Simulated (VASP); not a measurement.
Here is a VASP 6.6.1 calculation.

The input INCAR:

```
SYSTEM = ZnSe
PREC = Accurate
ENCUT = 400
EDIFF = 1E-8
ISMEAR = -1
SIGMA = 0.02
LREAL = .FALSE.
LASPH = .TRUE.
NELM = 120
ALGO = Normal
ISIF = 2
LWAVE = .FALSE.
LCHARG = .FALSE.
GGA = PE
LEFG = .TRUE.
NBANDS = 16
GGA_COMPAT = .FALSE.
```

File KPOINTS:

```
regular mesh
0
G
  9 9 9
  0 0 0
```

File POSCAR:

```
ZnSe
1.0
    0.0000000000      2.8338000000      2.8338000000
    2.8338000000      0.0000000000      2.8338000000
    2.8338000000      2.8338000000      0.0000000000
Zn Se
1 1
Direct
    0.0000000000      0.0000000000      0.0000000000
    0.2500000000      0.2500000000      0.2500000000
```

Potentials or basis: VASP PAW PBE potentials, release 64 (Zn, Se).

The run is started by

```bash
$ cat potpaw_PBE.64/Zn/POTCAR potpaw_PBE.64/Se/POTCAR > POTCAR
$ mpirun -np 1 vasp_std > vasp.out
```

Problem. What does it give for the band gap on the k mesh?

Solution. 1.29 eV, direct.

Problem. What does it give for the pressure?

Solution. 2.1 GPa.

Caveat: without QUAD_EFG the Cq values of the log hold for a quadrupole moment of 1 mb, not for the nuclei. A hybrid or GW would open this gap; PBE tends to underestimate it.
